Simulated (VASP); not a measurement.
# YN (Fm-3m) in VASP: further runs

YN is run at these levels: PBE; tasks: single point.

Program: VASP 6.6.1. These are calculated values, not measurements. Logs are shortened: lines on timing, memory, paths and dates and some standing lists are left out, and cuts for length are marked.

**1. The cell of the first run**

The structure is cubic, space group Fm-3m (No. 225). The conventional cell has a = 4.890 Å, b = 4.890 Å, c = 4.890 Å, α = 90.00°, β = 90.00°, γ = 90.00°. Within 3.2 Å of Y (site symmetry m-3m) lie 6 N at 2.44 Å. Within 3.2 Å of N (site symmetry m-3m) lie 6 Y at 2.44 Å.

**2. Single point, PBE**

INCAR reads:

```
PREC     = Accurate       # precision mode
ENCUT    = 600            # plane-wave cutoff, eV
EDIFF    = 1E-6           # SCF threshold, eV
ISMEAR   = 0              # smearing method
SIGMA    = 0.1            # smearing width, eV
LREAL    = False          # projectors in reciprocal space
LASPH    = True           # aspherical terms in the spheres
NELM     = 120            # most SCF steps
ALGO     = Normal         # electronic algorithm
ISIF     = 2              # what is computed and relaxed
LWAVE    = False          # write WAVECAR
LCHARG   = False          # write CHGCAR
GGA      = PE             # functional
NBANDS   = 15             # bands
GGA_COMPAT= False
```

KPOINTS reads:

```
Automatic mesh
0
Gamma
  6 6 6
```

POSCAR reads:

```
YN
1.0
    0.0000000000      2.4450000000      2.4450000000
    2.4450000000      0.0000000000      2.4450000000
    2.4450000000      2.4450000000      0.0000000000
Y N
1 1
Direct
    0.0000000000      0.0000000000      0.0000000000
    0.5000000000      0.5000000000      0.5000000000
```

Potentials or basis: VASP PAW PBE potentials, release 64 (Y_sv, N).

The run is started by

```console
cat potpaw_PBE.64/Y_sv/POTCAR potpaw_PBE.64/N/POTCAR > POTCAR
mpirun -np 1 vasp_std > vasp.out
```

OUTCAR:

```text
PREC = Accurate
   ENCUT = 600
   EDIFF = 1E-6
   ISMEAR = 0
   LREAL = False
   LASPH = True
   NELM = 120
   ISIF = 2
   GGA = PE

 ion  position               nearest neighbor table
   1  0.000  0.000  0.000-   2 2.44   2 2.44   2 2.44   2 2.44   2 2.44   2 2.44
   2  0.500  0.500  0.500-   1 2.44   1 2.44   1 2.44   1 2.44   1 2.44   1 2.44

  LATTYP: Found a face centered cubic cell.
 ALAT       =     4.8900000000

  Lattice vectors:

 A1 = (   0.0000000000,   2.4450000000,   2.4450000000)
 A2 = (   2.4450000000,   0.0000000000,   2.4450000000)
 A3 = (   2.4450000000,   2.4450000000,   0.0000000000)

Analysis of symmetry for initial positions (statically):
=====================================================================
 Subroutine PRICEL returns:
 Original cell was already a primitive cell.

 Routine SETGRP: Setting up the symmetry group for a
 face centered cubic supercell.

 Subroutine GETGRP returns: Found 48 space group operations
 (whereof 48 operations were pure point group operations)
 out of a pool of 48 trial point group operations.

The static configuration has the point symmetry O_h .

Analysis of symmetry for dynamics (positions and initial velocities):
=====================================================================
 Subroutine PRICEL returns:
 Original cell was already a primitive cell.

 Routine SETGRP: Setting up the symmetry group for a
 face centered cubic supercell.

 Subroutine GETGRP returns: Found 48 space group operations
 (whereof 48 operations were pure point group operations)
 out of a pool of 48 trial point group operations.

The dynamic configuration has the point symmetry O_h .

 Subroutine INISYM returns: Found 48 space group operations
 (whereof 48 operations are pure point group operations),
 and found     1 'primitive' translations

----------------------------------------------------------------------------------------

                                     Primitive cell

  volume of cell :      29.2325

  direct lattice vectors                    reciprocal lattice vectors
     0.000000000  2.445000000  2.445000000    -0.204498978  0.204498978  0.204498978
     2.445000000  0.000000000  2.445000000     0.204498978 -0.204498978  0.204498978
     2.445000000  2.445000000  0.000000000     0.204498978  0.204498978 -0.204498978

  length of vectors
     3.457752160  3.457752160  3.457752160     0.354202619  0.354202619  0.354202619

  position of ions in fractional coordinates (direct lattice)
     0.000000000  0.000000000  0.000000000
     0.500000000  0.500000000  0.500000000

  ion indices of the primitive-cell ions
   primitive index   ion index
                 1           1
                 2           2

----------------------------------------------------------------------------------------

 KPOINTS: Automatic mesh

Automatic generation of k-mesh.
 Grid dimensions read from file:
 generate k-points for:    6    6    6

 Generating k-lattice:

  Cartesian coordinates                     Fractional coordinates (reciprocal lattice)
    -0.034083163  0.034083163  0.034083163     0.166666667  0.000000000  0.000000000
     0.034083163 -0.034083163  0.034083163     0.000000000  0.166666667  0.000000000
     0.034083163  0.034083163 -0.034083163     0.000000000  0.000000000  0.166666667

  Length of vectors
     0.059033770  0.059033770  0.059033770

  Shift w.r.t. Gamma in fractional coordinates (k-lattice)
     0.000000000  0.000000000  0.000000000

 Subroutine IBZKPT returns following result:
 ===========================================

 Found     16 irreducible k-points:

 Following reciprocal coordinates:
            Coordinates               Weight
  0.000000  0.000000  0.000000      1.000000
  0.166667  0.000000  0.000000      8.000000
  0.333333  0.000000  0.000000      8.000000
  0.500000  0.000000  0.000000      4.000000
  0.166667  0.166667  0.000000      6.000000
  0.333333  0.166667  0.000000     24.000000
[... 8 lines left out ...]
 -0.333333  0.333333  0.166667     24.000000
 -0.333333  0.500000  0.166667     12.000000
   k-points           NKPTS =     16   k-points in BZ     NKDIM =     16   number of bands    NBANDS=     15
   number of dos      NEDOS =    301   number of ions     NIONS =      2
   total plane-waves  NPLWV =  21952
   dimension x,y,z NGX =    28 NGY =   28 NGZ =   28
   dimension x,y,z NGXF=    56 NGYF=   56 NGZF=   56
   ions per type =               1   1
   NGX,Y,Z   is equivalent  to a cutoff of  13.46, 13.46, 13.46 a.u.
   NGXF,Y,Z  is equivalent  to a cutoff of  26.92, 26.92, 26.92 a.u.
 SYSTEM =  unknown system
   PREC   = accura    normal or accurate (medium, high low for compatibility)
   ISTART =      0    job   : 0-new  1-cont  2-samecut
   ICHARG =      2    charge: 1-file 2-atom 10-const
   ISPIN  =      1    spin polarized calculation?
   LNONCOLLINEAR =      F non collinear calculations
   LSORBIT =      F    spin-orbit coupling
   LASPH  =      T    aspherical Exc in radial PAW
   ENCUT  =  600.0 eV  44.10 Ry    6.64 a.u.   6.91  6.91  6.91*2*pi/ulx,y,z
   NELM   =    120;   NELMIN=  2; NELMDL= -5     # of ELM steps
   EDIFF  = 0.1E-05   stopping-criterion for ELM
   LREAL  =      F    real-space projection
   EDIFFG = 0.1E-04   stopping-criterion for IOM
   NSW    =      0    number of steps for IOM
   IBRION =     -1    ionic relax: 0-MD 1-quasi-New 2-CG
   NFREE  =      0    steps in history (QN), initial steepest desc. (CG)
   ISIF   =      2    stress and relaxation
   ISYM   =      2    0-nonsym 1-usesym 2-fastsym
   POTIM  = 0.5000    time-step for ionic-motion
   TEBEG  =    0.0;   TEEND  =   0.0 temperature during run
   PSTRESS=    0.0 pullay stress
   NELECT =      16.0000    total number of electrons
   NUPDOWN=      -1.0000    fix difference up-down
   EMIN   =  10.00;   EMAX   =-10.00  energy-range for DOS
   EFERMI =   0.00;   METHOD = LEGACY
   ISMEAR =     0;   SIGMA  =   0.10  broadening in eV -4-tet -1-fermi 0-gaus
   EFERMI_NEDOS =   21; number of points for ismear=-14 and -15
   IALGO  =     38    algorithm
   IMIX   =      4    mixing-type and parameters
     AMIX     =   0.40;   BMIX     =  1.00
     AMIX_MAG =   1.60;   BMIX_MAG =  1.00
  volume/ion in A,a.u.               =      14.62        98.64
  Fermi-wavevector in a.u.,A,eV,Ry     =   1.339140  2.530608 24.399270  1.793296
  Thomas-Fermi vector in A             =   2.467555
   LORBIT       =      0    0 simple, 1 ext, 2 COOP (PROOUT), +10 PAW based schemes
   GGA     = PE    functional components
   LHFCALC =     F    Hartree Fock is set to
   AEXX    =    0.0000 exact exchange contribution
   IVDW    =     0    specifies the selected vdW correction
   LEPSILON=     F    determine dielectric tensor
   LRPA    =     F    only Hartree local field effects (RPA)
 non-spin polarized calculation
 Gauss-broadening in eV      SIGMA  =   0.10
  energy-cutoff  :      600.00
  volume of cell :       29.23
 maximum number of plane-waves:       983
   NGX = 13   NGY = 13   NGZ = 13

 number of electron      16.0000002 magnetization

 Free energy of the ion-electron system (eV)
  ---------------------------------------------------
  ext. energy  EPLUGINS =         0.00000000
  ---------------------------------------------------
  free energy    TOTEN  =       -18.22066011 eV

  energy without entropy =      -18.21995458  energy(sigma->0) =      -18.22030735

 E-fermi :   4.2497     XC(G=0): -11.2419

 val. band max:        4.1603961212   @ k =   0.0000   0.0000   0.0000
 cond. band min:       4.3390683210   @ k =   0.5000   0.5000   0.0000
 fundamental gap:      0.1786721998
 Fermi energy:         4.2497320144

 k-point     1 :       0.0000    0.0000    0.0000
  band No.  band energies     occupation
      1     -36.6875      2.00000
      2     -16.3311      2.00000
      3     -16.3311      2.00000
      4     -16.3311      2.00000
      5      -8.7536      2.00000
      6       4.1604      1.79356
      7       4.1604      1.79356
      8       4.1604      1.79355
      9       7.2885      0.00000
     10       7.2885      0.00000
     11       7.2885      0.00000
     12       8.3012      0.00000
     13       9.2659      0.00000
     14       9.2659      0.00000
     15      14.9830      0.00000

 k-point     2 :       0.1667    0.0000    0.0000
  band No.  band energies     occupation
      1     -36.6581      2.00000
      2     -16.6445      2.00000
      3     -16.3523      2.00000
      4     -16.3523      2.00000
      5      -8.3041      2.00000
      6       2.7435      2.00000
      7       3.3701      2.00000
      8       3.3701      2.00000
      9       7.4853      0.00000
     10       7.9297      0.00000
     11       7.9297      0.00000
     12       9.6726      0.00000
     13      10.5303      0.00000
     14      10.5303      0.00000
     15      16.6106      0.00000

 k-point     3 :       0.3333    0.0000    0.0000
  band No.  band energies     occupation
      1     -36.5986      2.00000
      2     -17.1995      2.00000
      3     -16.3941      2.00000
      4     -16.3941      2.00000
      5      -7.4330      2.00000
      6       0.8641      2.00000
      7       2.3180      2.00000
      8       2.3180      2.00000
      9       8.4136      0.00000
     10       9.4495      0.00000
     11       9.4495      0.00000
     12      11.3649      0.00000
     13      12.8739      0.00000
     14      12.8739      0.00000
     15      18.0695      0.00000
[... 199 lines left out ...]
 k-point    15 :      -0.3333    0.3333    0.1667
  band No.  band energies     occupation
      1     -36.5400      2.00000
      2     -17.1310      2.00000
      3     -16.7994      2.00000
      4     -16.5816      2.00000
      5      -7.6269      2.00000
      6       1.4388      2.00000
      7       2.4680      2.00000
      8       2.4921      2.00000
      9       8.3435      0.00000
     10       8.5439      0.00000
     11      11.4588      0.00000
     12      11.8828      0.00000
     13      13.3778      0.00000
     14      16.1024      0.00000
     15      16.5407      0.00000

 k-point    16 :      -0.3333    0.5000    0.1667
  band No.  band energies     occupation
      1     -36.5306      2.00000
      2     -17.0492      2.00000
      3     -16.7896      2.00000
      4     -16.7190      2.00000
      5      -7.9532      2.00000
      6       2.3976      2.00000
      7       2.5881      2.00000
      8       2.8100      2.00000
      9       6.5568      0.00000
     10       9.8173      0.00000
     11      11.3823      0.00000
     12      12.0602      0.00000
     13      12.6915      0.00000
     14      15.9353      0.00000
     15      16.2211      0.00000

------------------------ aborting loop because EDIFF is reached ----------------------------------------

  FORCE on cell =-STRESS in cart. coord.  units (eV):
  Direction    XX          YY          ZZ          XY          YZ          ZX
  --------------------------------------------------------------------------------------
  -------------------------------------------------------------------------------------
  Total        0.2671815      0.2671815      0.2671815      0.0000000     -0.0000000      0.0000000
  in kB       14.6436865     14.6436865     14.6436865      0.0000000     -0.0000000      0.0000000
  external PRESSURE =      14.6436865 kB  Pullay stress =       0.0000000 kB

 VOLUME and BASIS-vectors are now :
 -----------------------------------------------------------------------------
  energy-cutoff  :      600.00
  volume of cell :       29.23
      direct lattice vectors                 reciprocal lattice vectors
     0.000000000  2.445000000  2.445000000    -0.204498978  0.204498978  0.204498978
     2.445000000  0.000000000  2.445000000     0.204498978 -0.204498978  0.204498978
     2.445000000  2.445000000  0.000000000     0.204498978  0.204498978 -0.204498978

 POSITION                                       TOTAL-FORCE (eV/Angst)
 -----------------------------------------------------------------------------------
      0.00000      0.00000      0.00000         0.000000      0.000000      0.000000
      2.44500      2.44500      2.44500        -0.000000     -0.000000     -0.000000
 -----------------------------------------------------------------------------------
    total drift:                                0.000000      0.000000      0.000000

  FREE ENERGIE OF THE ION-ELECTRON SYSTEM (eV)
  ---------------------------------------------------
  free  energy   TOTEN  =       -18.2206601092 eV

  energy  without entropy=      -18.2199545829  energy(sigma->0) =      -18.22030735
```

Run time: 7 s. Hardware: 1 thread of AMD EPYC 9R45 (Zen 5), shared host; peak memory 0.15 GiB.

Results:

| Quantity | Value |
| --- | --- |
| Free energy | -18.2207 eV |
| Pressure | 1.5 GPa |
| Band gap on the k mesh | 0.18 eV (least direct gap 0.57 eV) |

A k mesh can miss the band edges.

(Continued in part 2 of 2.)
